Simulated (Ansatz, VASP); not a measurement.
One calculation of WSe2, two programs

```
W Se
1.0
     1.64330    0.94876    6.49727
    -1.64330    0.94876    6.49727
     0.00000   -1.89752    6.49727
W Se
1 2
Direct
  0.00000 0.00000 0.00000
  0.24626 0.24626 0.24626
  0.75374 0.75374 0.75374
```

Alike in both runs: task single point; functional LDA; k mesh 10 × 10 × 10; occupations fermi-dirac, width 0.02 eV; no spin polarisation.

|  | VASP | Ansatz |
| --- | --- | --- |
| version | VASP 6.6.1 | Ansatz 0.2.0 |
| potentials or method | VASP PAW LDA potentials, release 64 (W_sv, Se) | plane waves, PAW |
| plane-wave cutoff (eV) | 520 | 420 |
| valence electrons in the cell | 26 | 46 |

Ansatz gave:

```
pressure (GPa)                                                : -4.4
traceless stress, the component that is largest in VASP (GPa) : 1.24
rms of the force components (eV/Å)                            : 0.084
```

Question: What did VASP give for the same quantities?

Answer: Pressure (GPa): -3.8; traceless stress, the component that is largest in VASP (GPa): 1.36; rms of the force components (eV/Å): 0.043.

LDA's correlation is that of Perdew and Zunger in VASP and of Perdew and Wang (1992) in Ansatz. Atom by atom the forces differ by 0.041 eV/Å (rms over components). VASP's potentials hold 26 valence electrons a cell and Ansatz's 46, so a difference there can come from the potentials and not from the codes.

Neither program's run includes spin-orbit coupling.
